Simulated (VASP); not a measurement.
# LiF (P3_121) in VASP: vibrations by perturbation theory with PBE

Aim: the vibrations by perturbation theory of LiF with PBE.

Program: VASP 6.6.1. These are calculated values, not measurements. Logs are shortened: lines on timing, memory, paths and dates and some standing lists are left out, and cuts for length are marked.

### Step 1. The cell of the first run

The structure is trigonal, space group P3_121 (No. 152). Conventional cell: a = 4.896 Å, b = 4.896 Å, c = 2.928 Å, α = 90.00°, β = 90.00°, γ = 120.00°. Within 2.5 Å of Li (site symmetry 2) lie 4 F at 1.89 to 1.93 Å. Within 2.5 Å of F (site symmetry 2) lie 4 Li at 1.89 to 1.93 Å.

### Step 2. Vibrations by perturbation theory, PBE

INCAR reads:

```
SYSTEM = LiF
PREC = Accurate ; ENCUT = 520
EDIFF = 1E-8 ; ISMEAR = 0
SIGMA = 0.01 ; LREAL = .False.
LASPH = .True. ; NELM = 100
ALGO = Normal ; ISIF = 2
LWAVE = .False. ; LCHARG = .True.
GGA = PE ; IBRION = 8
NSW = 1 ; LEPSILON = .True.
```

KPOINTS reads:

```
Automatic mesh
0
Gamma
  6 6 8
  0 0 0
```

POSCAR reads:

```
LiF
1.0
    4.8956860493      0.0000000000      0.0000000000
   -2.4478430247      4.2397884877      0.0000000000
    0.0000000000      0.0000000000      2.9275413202
Li F
3 3
Direct
    0.6218602309      0.6218602309      0.0000000000
    0.3781397691      0.0000000000      0.3333333333
    0.0000000000      0.3781397691      0.6666666667
    0.0000000000      0.6337045193      0.1666666667
    0.3662954807      0.3662954807      0.5000000000
    0.6337045193      0.0000000000      0.8333333333
```

Potentials or basis: VASP PAW PBE potentials, release 64 (Li_sv, F).

On the command line:

```console
$ cat potpaw_PBE.64/Li_sv/POTCAR potpaw_PBE.64/F/POTCAR > POTCAR
$ mpirun -np 1 vasp_std > vasp.out
```

OUTCAR:

```text
SYSTEM = LiF
   PREC = Accurate
   ENCUT = 520
   EDIFF = 1E-8
   ISMEAR = 0
   LREAL = .False.
   LASPH = .True.
   NELM = 100
   ISIF = 2
   GGA = PE
   IBRION = 8
   NSW = 1
   LEPSILON = .True.

 ion  position               nearest neighbor table
   1  0.622  0.622  0.000-   4 1.89   6 1.89   5 1.93   5 1.93
   2  0.378  0.000  0.333-   4 1.89   5 1.89   6 1.93   6 1.93
   3  0.000  0.378  0.667-   6 1.89   5 1.89   4 1.93   4 1.93
   4  0.000  0.634  0.167-   2 1.89   1 1.89   3 1.93   3 1.93
   5  0.366  0.366  0.500-   3 1.89   2 1.89   1 1.93   1 1.93
   6  0.634  0.000  0.833-   3 1.89   1 1.89   2 1.93   2 1.93

  LATTYP: Found a hexagonal cell.
 ALAT       =     4.8956860493
 C/A-ratio  =     0.5979838762

  Lattice vectors:

 A1 = (   4.8956860493,   0.0000000000,   0.0000000000)
 A2 = (  -2.4478430247,   4.2397884877,   0.0000000000)
 A3 = (   0.0000000000,   0.0000000000,   2.9275413202)

Analysis of symmetry for initial positions (statically):
=====================================================================
 Subroutine PRICEL returns:
 Original cell was already a primitive cell.

 Routine SETGRP: Setting up the symmetry group for a
 hexagonal supercell.

 Subroutine GETGRP returns: Found  6 space group operations
 (whereof  2 operations were pure point group operations)
 out of a pool of 24 trial point group operations.

The static configuration has the point symmetry C_2 .
 The point group associated with its full space group is D_3 .

Analysis of symmetry for dynamics (positions and initial velocities):
=====================================================================
 Subroutine PRICEL returns:
 Original cell was already a primitive cell.

 Routine SETGRP: Setting up the symmetry group for a
 hexagonal supercell.

 Subroutine GETGRP returns: Found  6 space group operations
 (whereof  2 operations were pure point group operations)
 out of a pool of 24 trial point group operations.

The dynamic configuration has the point symmetry C_2 .
 The point group associated with its full space group is D_3 .

 Subroutine INISYM returns: Found  6 space group operations
 (whereof  2 operations are pure point group operations),
 and found     1 'primitive' translations

----------------------------------------------------------------------------------------

                                     Primitive cell

  volume of cell :      60.7660

  direct lattice vectors                    reciprocal lattice vectors
     4.895686049  0.000000000  0.000000000     0.204261464  0.117930411  0.000000000
    -2.447843025  4.239788488  0.000000000     0.000000000  0.235860823  0.000000000
     0.000000000  0.000000000  2.927541320     0.000000000  0.000000000  0.341583565

  length of vectors
     4.895686049  4.895686049  2.927541320     0.235860823  0.235860823  0.341583565

  position of ions in fractional coordinates (direct lattice)
     0.621860231  0.621860231  0.000000000
     0.378139769  0.000000000  0.333333333
     0.000000000  0.378139769  0.666666667
     0.000000000  0.633704519  0.166666667
     0.366295481  0.366295481  0.500000000
[... 740 lines left out ...]

 Free energy of the ion-electron system (eV)
  ---------------------------------------------------
  ---------------------------------------------------
  free energy    TOTEN  =        -0.52706816 eV

  energy without entropy =       -0.52706816

------------------------ aborting loop because EDIFF is reached ----------------------------------------

 INTERNAL STRAIN TENSOR  FOR ION    4  DIRECTION 3   (eV/Angst):
 -----------------------------------------------------------------------------
    -0.17052  0.11698  1.02529
     0.08477  0.17115 -1.77957
     1.22108 -2.11769  0.00623

 MACROSCOPIC STATIC DIELECTRIC TENSOR (including local field effects in DFT)
 ------------------------------------------------------
           1.895301    -0.000000    -0.000000
          -0.000000     1.895301     0.000000
           0.000000     0.000000     1.904107
 ------------------------------------------------------

 PIEZOELECTRIC TENSOR (including local field effects)  for field in x, y, z        (e  Angst)
          XX          YY          ZZ          XY          YZ          ZX
  --------------------------------------------------------------------------------
  x    -0.35815     0.35815    -0.00000    -0.00000     0.00958    -0.00000
  y    -0.00000     0.00000     0.00000     0.35815     0.00000    -0.00958
  z    -0.00000    -0.00000     0.00000    -0.00000     0.00000     0.00000

 PIEZOELECTRIC TENSOR (including local field effects)  for field in x, y, z        (C/m^2)
          XX          YY          ZZ          XY          YZ          ZX
  --------------------------------------------------------------------------------
  x    -0.09443     0.09443    -0.00000    -0.00000     0.00252    -0.00000
  y    -0.00000     0.00000     0.00000     0.09443     0.00000    -0.00253
  z    -0.00000    -0.00000     0.00000    -0.00000     0.00000     0.00000

 BORN EFFECTIVE CHARGES (including local field effects) (in |e|, cummulative output)
 ---------------------------------------------------------------------------------
 ion    1
    1     1.01796    -0.02972     0.02145
    2    -0.02972     0.98365    -0.01239
    3     0.02428    -0.01402     1.00882
 ion    2
    1     0.96649    -0.00000    -0.00000
    2    -0.00000     1.03512     0.02477
    3    -0.00000     0.02804     1.00882
 ion    3
    1     1.01796     0.02972    -0.02145
    2     0.02972     0.98365    -0.01239
    3    -0.02428    -0.01402     1.00882
 ion    4
    1    -1.02319    -0.03877    -0.01665
    2    -0.03877    -0.97842    -0.00961
    3    -0.02961    -0.01709    -1.00882
 ion    5
    1    -1.02319     0.03877     0.01665
    2     0.03877    -0.97842    -0.00961
    3     0.02961    -0.01709    -1.00882
 ion    6
    1    -0.95604     0.00000    -0.00000
    2     0.00000    -1.04557     0.01923
    3    -0.00000     0.03419    -1.00882

 INTERNAL STRAIN TENSOR FOR ION    6 for displacements in x,y,z  (eV/Angst):
          X           Y           Z          XY          YZ          ZX
  --------------------------------------------------------------------------------
  x    -2.23114     1.97588    -2.13774    -0.00000    -0.32342     0.00000
  y    -0.00000     0.00000     0.00000     1.83418     0.00000    -0.26383
  z     0.00000     0.00000     0.00000    -0.21449     0.00000    -2.05380

 SECOND DERIVATIVES (NOT SYMMETRIZED)
 ------------------------------------
               1X          1Y          1Z          2X          2Y          2Z          3X          3Y          3Z          4X          4Y          4Z          5X          5Y          5Z          6X          6Y          6Z
  1X    -5.107492    0.310113   -0.751430    0.635046   -0.159390   -0.021877    1.326881   -0.231806    0.057719    1.348001    0.126286    0.582137    1.069672    0.287043   -0.133187    0.727892   -0.332246    0.266638
  1Y     0.310113   -4.749404    0.433838   -0.631237    1.101024   -0.079278    0.240041    0.409190    0.058585    0.025774    0.608981    0.028210    0.287043    1.401121    0.076896   -0.231734    1.229089   -0.518251
  1Z    -0.735145    0.424436   -2.514067   -0.077914    0.011154    0.095246   -0.048617    0.061899    0.095246    0.586719    0.038680    0.223479    0.015095   -0.008715    1.876617    0.259862   -0.527454    0.223479
  2X     0.642178   -0.635354   -0.079596   -4.570361    0.000000    0.000000    0.642178    0.635354    0.079596    0.859580    0.307764    0.315500    0.859580   -0.307764   -0.315500    1.566845   -0.000000    0.000000
  2Y    -0.163507    1.093892    0.020693    0.000000   -5.286536   -0.867676    0.163507    1.093892    0.020693    0.408276    1.097402    0.490040   -0.408276    1.097402    0.490040   -0.000000    0.903948   -0.153791
  2Z    -0.029298   -0.073053    0.095246    0.000000   -0.848873   -2.514067    0.029298   -0.073053    0.095246    0.326857    0.488774    0.223479   -0.326857    0.488774    0.223479   -0.000000    0.017431    1.876617
  3X     1.326881    0.231806   -0.057719    0.635046    0.159390    0.021877   -5.107492   -0.310113    0.751430    1.069672   -0.287043    0.133187    1.348001   -0.126286   -0.582137    0.727892    0.332246   -0.266638
  3Y    -0.240041    0.409190    0.058585    0.631237    1.101024   -0.079278   -0.310113   -4.749404    0.433838   -0.287043    1.401121    0.076896   -0.025774    0.608981    0.028210    0.231734    1.229089   -0.518251
  3Z     0.048617    0.061899    0.095246    0.077914    0.011154    0.095246    0.735145    0.424436   -2.514067   -0.015095   -0.008715    1.876617   -0.586719    0.038680    0.223479   -0.259862   -0.527454    0.223479
  4X     1.259930    0.019784    0.579515    0.831814    0.381333    0.322003    1.035394   -0.270680   -0.013976   -5.904289   -0.652438   -0.842102    1.833871    0.013556    0.049108    0.943280    0.508446   -0.094548
  4Y     0.134160    0.600229    0.037235    0.266957    1.028346    0.483257   -0.270680    1.347949   -0.008069   -0.652438   -5.150919   -0.486188   -0.005737    0.641902   -0.137527    0.527739    1.532493    0.111292
  4Z     0.580434    0.025286    0.219710    0.312115    0.490028    0.219710    0.140939    0.081371    1.799124   -0.841717   -0.485966   -2.641534   -0.048785   -0.136940    0.201495   -0.142986    0.026221    0.201495
  5X     1.035394    0.270680    0.013976    0.831814   -0.381333   -0.322003    1.259930   -0.019784   -0.579515    1.833871   -0.013556   -0.049108   -5.904289    0.652438    0.842102    0.943280   -0.508446    0.094548
  5Y     0.270680    1.347949   -0.008069   -0.266957    1.028346    0.483257   -0.134160    0.600229    0.037235    0.005737    0.641902   -0.137527    0.652438   -5.150919   -0.486188   -0.527739    1.532493    0.111292
  5Z    -0.140939    0.081371    1.799124   -0.312115    0.490028    0.219710   -0.580434    0.025286    0.219710    0.048785   -0.136940    0.201495    0.841717   -0.485966   -2.641534    0.142986    0.026221    0.201495
  6X     0.698495   -0.189985    0.257511    1.504226   -0.000000   -0.000000    0.698495    0.189985   -0.257511    0.936509    0.523829   -0.143656    0.936509   -0.523829    0.143656   -4.774234    0.000000   -0.000000
  6Y    -0.304361    1.161664   -0.520492   -0.000000    0.879116    0.016138    0.304361    1.161664   -0.520492    0.504536    1.539265    0.026235   -0.504536    1.539265    0.026235    0.000000   -6.280974    0.972376
  6Z     0.268319   -0.515313    0.219710    0.000000   -0.162742    1.799124   -0.268319   -0.515313    0.219710   -0.094201    0.110719    0.201495    0.094201    0.110719    0.201495   -0.000000    0.971932   -2.641534

 Eigenvectors and eigenvalues of the dynamical matrix
 ----------------------------------------------------

   1 f  =   15.663008 THz    98.413580 2PiTHz  522.461701 cm-1    64.776966 meV
             X         Y         Z           dx          dy          dz
      1.522216  2.636556  0.000000     0.473125   -0.273159    0.133085
      1.851254  0.000000  0.975847    -0.000000    0.546317    0.133085
     -0.925627  1.603233  1.951694    -0.473125   -0.273159    0.133085
     -1.551209  2.686773  0.487924    -0.089883   -0.051894   -0.079921
      0.896634  1.553015  1.463771     0.089883   -0.051894   -0.079921
      3.102418  0.000000  2.439618     0.000000    0.103788   -0.079921
[... 145 lines left out ...]
  18 f/i=    0.135078 THz     0.848718 2PiTHz    4.505704 cm-1     0.558636 meV
             X         Y         Z           dx          dy          dz
      1.522216  2.636556  0.000000    -0.098377    0.275972   -0.004390
      1.851254  0.000000  0.975847    -0.099344    0.275153    0.005412
     -0.925627  1.603233  1.951694    -0.099570    0.276400   -0.001022
     -1.551209  2.686773  0.487924    -0.167833    0.467671   -0.002160
      0.896634  1.553015  1.463771    -0.168619    0.467953   -0.009278
      3.102418  0.000000  2.439618    -0.167981    0.468493    0.011438

--------------------------------------------------------------------------------------------------------

 MACROSCOPIC STATIC DIELECTRIC TENSOR IONIC CONTRIBUTION
 ------------------------------------------------------
           4.340419    -0.000000    -0.000000
          -0.000000     4.340419    -0.000000
          -0.000000    -0.000000     4.313742
 ------------------------------------------------------

 ELASTIC MODULI CONTR FROM IONIC RELAXATION (kBar)
 Direction    XX          YY          ZZ          XY          YZ          ZX
 --------------------------------------------------------------------------------
 XX        -124.2548    112.4956      8.5578      0.0000      5.4370      0.0000
 YY         112.4956   -124.2548      8.5578      0.0000     -5.4370     -0.0000
 ZZ           8.5578      8.5578   -105.6069     -0.0000      0.0000     -0.0000
 XY           0.0000      0.0000     -0.0000   -118.3775      0.0000     -3.3735
 YZ           5.4370     -5.4370      0.0000      0.0000   -105.4867      0.0000
 ZX           0.0000     -0.0000     -0.0000     -3.3735      0.0000    -91.0428
 --------------------------------------------------------------------------------

 PIEZOELECTRIC TENSOR IONIC CONTR  for field in x, y, z        (C/m^2)
          XX          YY          ZZ          XY          YZ          ZX
  --------------------------------------------------------------------------------
  x     0.64983    -0.64983     0.00000     0.00000    -0.02192    -0.00000
  y     0.00000    -0.00000    -0.00000    -0.64983    -0.00000    -0.05334
  z     0.00000     0.00000     0.00000     0.00297     0.00000     0.00000
```

Wall time 23 min (1 thread of Intel Xeon Platinum 8559C (Emerald Rapids), shared host); peak memory 0.47 GiB.

Results:

- Electronic dielectric tensor (diagonal): 1.90
- Born charges (mean of the diagonal): Li +1.00; F -1.00 e
- Highest phonon frequency at Γ, LO-TO splitting left out: 522 cm⁻¹

Phonon frequencies in cm⁻¹ (negative: imaginary):
```
              q point                                                           frequencies
(0.000, 0.000, 0.000)  -5 -5 -3 115 115 247 306 309 309 337 337 372 409 426 426 494 494 522
```

Electronic dielectric tensor:
```
1.90 0.00 0.00
0.00 1.90 0.00
0.00 0.00 1.90
```

Born effective charge tensors (e):
atom 1, Li
```
 1.02 -0.03  0.02
-0.03  0.98 -0.01
 0.02 -0.01  1.01
```
atom 2, Li
```
0.97 0.00 0.00
0.00 1.04 0.02
0.00 0.03 1.01
```
atom 3, Li
```
 1.02  0.03 -0.02
 0.03  0.98 -0.01
-0.02 -0.01  1.01
```
atom 4, F
```
-1.02 -0.04 -0.02
-0.04 -0.98 -0.01
-0.03 -0.02 -1.01
```
atom 5, F
```
-1.02  0.04  0.02
 0.04 -0.98 -0.01
 0.03 -0.02 -1.01
```
atom 6, F
```
-0.96  0.00  0.00
 0.00 -1.05  0.02
 0.00  0.03 -1.01
```
